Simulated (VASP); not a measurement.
Crystal: BaTiO3.

```
Ba Ti O
1.0
     2.82767    1.63255    2.31773
    -2.82767    1.63255    2.31773
     0.00000   -3.26511    2.31773
Ba Ti O
1 1 3
Direct
  0.03347 0.98847 0.00184
  0.50610 0.52748 0.53723
  0.48625 0.49715 0.97115
  0.47409 0.98642 0.47201
  0.97879 0.47918 0.49647
```

Base run:

```yaml
Program: VASP 6.6.1
Functional: PBE
Potentials_or_basis: VASP PAW PBE potentials, release 64 (Ba_sv, Ti_sv, O)
Cutoff: 520 eV
k_mesh: 7 × 7 × 7
Occupations: fermi-dirac, width 0.05 eV
Spin: no spin polarisation
Hubbard_terms: Ti d U = 1.0 eV
```

Its results: band gap on the k mesh 2.85 eV (least direct gap 3.40 eV); pressure 12.3 GPa; largest force 2.602 eV/Å.

Problem. After a change of settings the same cell gave: band gap on the k mesh 3.30 eV (least direct gap 3.82 eV); pressure 16.3 GPa; largest force 3.833 eV/Å. Which change was it?
A. hubbard terms from Ti d U = 1.0 eV to Ti d U = 8.0 eV
B. hubbard terms from Ti d U = 1.0 eV to Ti d U = 4.0 eV; further incar settings from ALGO = Normal; EDIFF = 1e-06; NBANDS = 28 to ALGO = Normal; EDIFF = 1e-07; NBANDS = 28
C. hubbard terms from Ti d U = 1.0 eV to Ti d U = 5.0 eV

Solution. C.

Caveats: spin-orbit coupling is left out, which moves the levels of the heavy elements; forces of over 1 eV/Å act on the atoms, so gaps and moduli don't describe the material at rest; the cell stands under pressure (at least some runs); the stress differs along the axes, from 14 to 20 GPa (at least some runs).
